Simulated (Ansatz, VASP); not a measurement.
## Two plane-wave programs on RbBr

```
Rb Br
1.0
     0.00000    3.42750    3.42750
     3.42750    0.00000    3.42750
     3.42750    3.42750    0.00000
Rb Br
1 1
Direct
  0.00000 0.00000 0.00000
  0.50000 0.50000 0.50000
```

Alike in both runs: task electric field gradients; functional PBE; k mesh 7 × 7 × 7; occupations fermi-dirac, width 0.03 eV; non-collinear spin, spin-orbit coupling.

```csv
,VASP,Ansatz
version,VASP 6.6.1,Ansatz 0.2.0
potentials or method,"VASP PAW PBE potentials, release 64 (Rb_sv, Br)","PAW with Ansatz's default frozen-core files, fully relativistic files with spin-orbit coupling"
plane-wave cutoff (eV),520,420
valence electrons in the cell,16,16
```

|  | VASP | Ansatz | Ansatz less VASP |
| --- | --- | --- | --- |
| pressure (GPa) | 1.0 | 1.0 | -0.03 |
| net moment per atom (μB) | 0.00 | 0.00 | 0.000 |
